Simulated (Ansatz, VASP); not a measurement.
# One calculation of TlSn, two programs

The input INCAR:

```
  PREC = Accurate
  ENCUT = 520
  EDIFF = 1E-6
  ISMEAR = -1
  SIGMA = 0.08
  LREAL = F
  LASPH = T
  NELM = 100
  ALGO = Normal
  ISIF = 2
  LWAVE = F
  LCHARG = F
  NBANDS = 20
```

The input KPOINTS:

```
Automatic mesh
0
Gamma
  9 9 8
```

The input POSCAR:

```
TlSn
1.0
    3.6856249204      0.0000000000      0.0000000000
    0.0000000000      3.6856249204      0.0000000000
    0.0000000000      0.0000000000      4.4608060981
Tl Sn
1 1
Direct
    0.0000000000      0.0000000000      0.0000000000
    0.5000000000      0.5000000000      0.5000000000
```

Input for Ansatz:

```yaml
crystal:
  lattice:
    - [3.6856249204, 0.0, 0.0]
    - [0.0, 3.6856249204, 0.0]
    - [0.0, 0.0, 4.4608060981]
  atoms:
    - { symbol: Tl, position: [0.0, 0.0, 0.0] }
    - { symbol: Sn, position: [0.5, 0.5, 0.5] }
kpoints:
  mp_grid: { grid: [9, 9, 8] }
  band_path:
    path:
      - [0.0, 0.0, 0.0]
      - [0.0, 0.5, 0.0]
      - [0.5, 0.5, 0.0]
      - [0.0, 0.0, 0.0]
      - [0.0, 0.0, 0.5]
      - [0.0, 0.5, 0.5]
      - [0.5, 0.5, 0.5]
      - [0.0, 0.0, 0.5]
      - [0.0, 0.5, 0.0]
    npoints: 5
scf:
  occupations: { method: fermi_dirac, width: 0.08 }
hamiltonian:
  xc: lda
  pseudopotentials: { kind: all_electron, lapw: { basis_error: 0.00025 } }
output:
  forces: true
  stress: true
  eigenvalues: true
```

Change from the starting cell: volume scaled by 1.06.

Alike in both runs: task single point; functional LDA; k mesh 9 × 9 × 8; occupations fermi-dirac, width 0.08 eV; no spin polarisation.

```csv
,VASP,Ansatz
version,VASP 6.6.1,Ansatz 0.2.0
potentials or method,"VASP PAW LDA potentials, release 64 (Tl_d, Sn_d), cutoff 520 eV","all-electron LAPW, scalar-relativistic"
```

```tsv
	VASP	Ansatz	Ansatz less VASP
pressure (GPa)	-5.0	-5.0	+0.04
traceless stress, the component that is largest in VASP (GPa)	0.44	0.44	0.000
```

LDA's correlation is that of Perdew and Zunger in VASP and of Perdew and Wang (1992) in Ansatz. Ansatz ran all-electron here, and VASP with PAW potentials.

Neither program's run includes spin-orbit coupling.
